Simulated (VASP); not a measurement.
# MgI2 (P1) in VASP: a series of runs, part 2 of 2

VASP 6.6.1.

## (4) Single point, LDA

This run uses another cell than the first one, of 33.30 Å³/atom, 1.032 times its volume.

Input file INCAR:

```
SYSTEM = MgI2
PREC = Accurate ; ENCUT = 520
EDIFF = 1E-6 ; ISMEAR = -1
SIGMA = 0.05 ; LREAL = Auto
LASPH = .TRUE. ; NELM = 60
ALGO = Normal ; ISIF = 2
LWAVE = .FALSE. ; LCHARG = .FALSE.
NBANDS = 63
```

Input file KPOINTS:

```
Automatic mesh
0
G
  1 1 1
  0 0 0
```

Input file POSCAR:

```
MgI2
1.0
    8.2197870000      0.0000000000      0.0000000000
   -6.1648410000     10.6778170000      0.0000000000
    0.0000000000      0.0000000000      6.8299680000
Mg I
6 12
Direct
   -0.0295725596      0.0102549051      0.0249927965
   -0.0084893464      0.3355835748     -0.0010688191
   -0.0022039623      0.6987664239     -0.0241875218
    0.4966537221      0.0099739488      0.0073792439
    0.5208969064      0.3574888013      0.0304393813
    0.5018936029      0.6653794498      0.0080966704
    0.1881414362      0.2389814323      0.2424462311
    0.3683326178      0.1231525133      0.7977489792
    0.1719351876      0.5483143230      0.2350962699
    0.2995270052      0.4422252226      0.7498863831
    0.1888474748      0.8906127535      0.2445399451
    0.3516435236      0.7849731832      0.7469141876
    0.6743964711      0.2089097425      0.2671315590
    0.8318106602      0.1076437253      0.7650841117
    0.6894913822      0.5722892610      0.2594302052
    0.7900993277      0.4076582320      0.7879685527
    0.6638625323      0.8652143036      0.2560773345
    0.8194984531      0.7813020208      0.7461821197
```

Potentials or basis: VASP PAW LDA potentials, release 64 (Mg, I).

Started as:

```sh
> cat potpaw_LDA.64/Mg/POTCAR potpaw_LDA.64/I/POTCAR > POTCAR
> mpirun -np 1 vasp_gam > vasp.out
```

OUTCAR:

```text
SYSTEM = MgI2
   PREC = Accurate
   ENCUT = 520
   EDIFF = 1E-6
   ISMEAR = -1
   LREAL = Auto
   LASPH = .TRUE.
   NELM = 60
   ISIF = 2

 ion  position               nearest neighbor table
   1  0.970  0.010  0.025-  14 2.69  17 2.74   7 2.88  18 3.10  11 3.21   8 3.24
   2  0.992  0.336  0.999-  16 2.66  10 2.78   9 2.79  14 2.91  13 2.92   7 2.95
   3  0.998  0.699  0.976-  18 2.67  11 2.78  15 2.94  12 2.99   9 3.36  16 3.36
   4  0.497  0.010  0.007-   8 2.57  11 2.73  13 2.78  14 2.91  12 3.00  17 3.23
   5  0.521  0.357  0.030-  16 2.58  15 2.78   7 2.78   8 2.97  13 3.14  10 3.16
   6  0.502  0.665  0.008-  17 2.73   9 2.82  18 2.89  15 2.90  12 2.95  10 2.98
   7  0.188  0.239  0.242-   5 2.78   1 2.88   2 2.95
   8  0.368  0.123  0.798-   4 2.57   5 2.97   1 3.24  16 3.49
   9  0.172  0.548  0.235-   2 2.79   6 2.82   3 3.36
  10  0.300  0.442  0.750-   2 2.78   6 2.98   5 3.16
  11  0.189  0.891  0.245-   4 2.73   3 2.78   1 3.21
  12  0.352  0.785  0.747-   6 2.95   3 2.99   4 3.00
  13  0.674  0.209  0.267-   4 2.78   2 2.92   5 3.14
  14  0.832  0.108  0.765-   1 2.69   4 2.91   2 2.91
  15  0.689  0.572  0.259-   5 2.78   6 2.90   3 2.94
[... 207 lines left out ...]
      1      -9.9217      2.00000
      2      -9.5337      2.00000
      3      -9.3422      2.00000
      4      -9.2256      2.00000
      5      -9.1697      2.00000
      6      -9.1045      2.00000
[... 52 lines left out ...]
     59       7.8436      0.00000
     60       7.9048      0.00000
 [bands above 60 left out]

------------------------ aborting loop because EDIFF is reached ----------------------------------------

  FORCE on cell =-STRESS in cart. coord.  units (eV):
  Direction    XX          YY          ZZ          XY          YZ          ZX
  --------------------------------------------------------------------------------------
  -------------------------------------------------------------------------------------
  Total       17.3629604      1.5896043     -4.7414526     -2.1785999     -2.2192750     -0.1043367
  in kB       46.4058412      4.2485222    -12.6724414     -5.8227260     -5.9314380     -0.2788598
  external PRESSURE =      12.6606407 kB  Pullay stress =       0.0000000 kB

 VOLUME and BASIS-vectors are now :
 -----------------------------------------------------------------------------
  energy-cutoff  :      520.00
  volume of cell :      599.46
      direct lattice vectors                 reciprocal lattice vectors
     8.219787000  0.000000000  0.000000000     0.121657654  0.070239085  0.000000000
    -6.164841000 10.677817000  0.000000000     0.000000000  0.093652101  0.000000000
     0.000000000  0.000000000  6.829968000     0.000000000  0.000000000  0.146413570

 POSITION                                       TOTAL-FORCE (eV/Angst)
 -----------------------------------------------------------------------------------
      7.91349      0.10950      0.17070         0.829564     -0.041380      0.004949
      6.08119      3.58330      6.82267         0.362944     -0.238051      0.521147
      3.89389      7.46130      6.66477         0.784933     -0.440498      0.244314
      4.02090      0.10650      0.05040         0.848607     -0.545728      0.233972
      2.07780      3.81720      0.20790        -0.618421     -0.600565      0.317783
      0.02350      7.10480      0.05530        -0.321469     -0.373096     -0.389953
[... 10 lines left out ...]
      0.12290      9.23860      1.74900        -0.305844      0.636193      0.205580
      1.91950      8.34260      5.09640         0.273397      0.136734     -0.036329
 -----------------------------------------------------------------------------------
    total drift:                                0.005649      0.004419      0.000759

  FREE ENERGIE OF THE ION-ELECTRON SYSTEM (eV)
  ---------------------------------------------------
  free  energy   TOTEN  =       -51.1854898894 eV

  energy  without entropy=      -51.1854898893  energy(sigma->0) =      -51.18548989
```

stdout:

```text
POSCAR found type information on POSCAR MgI
 POSCAR found :  2 types and      18 ions
 scaLAPACK will be used
 LDA part: xc-table for (Slater(with rela. corr.)+CA(PZ))
 , standard interpolation
 POSCAR, INCAR and KPOINTS ok, starting setup
 FFT: planning ... GRIDC
 FFT: planning ... GRID_SOFT
 FFT: planning ... GRID
 WAVECAR not read
 entering main loop
```

Wall time 2 min (1 thread of AMD EPYC 7R13, shared host); peak memory 0.43 GiB.

Results:

- Free energy: -51.1855 eV
- Pressure: 1.3 GPa
- Largest force: 1.691 eV/Å
- Band gap on the k mesh: 3.04 eV

Forces on the atoms (eV/Å):
```
Mg   0.830 -0.041  0.005
Mg   0.363 -0.238  0.521
Mg   0.785 -0.440  0.244
Mg   0.849 -0.546  0.234
Mg  -0.618 -0.601  0.318
Mg  -0.321 -0.373 -0.390
I   -0.118 -0.335  0.121
I   -1.539  0.043 -0.698
I   -0.463  0.271  0.038
I    0.804  0.356  0.010
I   -0.563 -0.059  0.192
I   -0.586 -0.037  0.349
I    0.123  0.106  0.207
I    0.116 -0.023 -0.161
I    0.183 -0.206 -0.167
I    0.189  1.350 -0.992
I   -0.306  0.636  0.206
I    0.273  0.137 -0.036
```

Caveat: the k points lie up to 0.92 Å⁻¹ apart; spin-orbit coupling is left out, which moves the levels of the heavy elements; forces of over 1 eV/Å act on the atoms, so gaps and moduli don't describe the material at rest.

## (5) Overview

```csv
cell,gap on the mesh (eV),pressure (GPa),largest force (eV/Å)
"a = 8.133, b = 12.200, c = 6.758 Å, angles 90.0, 90.0, 120.0°, 18 atoms",2.87,1.5,1.86
"a = 8.124, b = 12.186, c = 6.750 Å, angles 90.0, 90.0, 120.0°, 18 atoms",2.84,0.4,1.27
"a = 8.220, b = 12.330, c = 6.830 Å, angles 90.0, 90.0, 120.0°, 18 atoms",3.04,1.3,1.69
```

Alike in all rows: task single point; level LDA; potentials or basis VASP PAW LDA potentials, release 64 (Mg, I); no spin polarisation; k mesh 1 × 1 × 1; cutoff (eV) 520; smearing fermi-dirac 0.05 eV.

Caveats: all runs use coarse meshes; spin-orbit coupling is left out, which moves the levels of the heavy elements; forces of over 1 eV/Å act on the atoms, so gaps and moduli don't describe the material at rest.

Absolute energies hang on the potentials; compare differences alone.
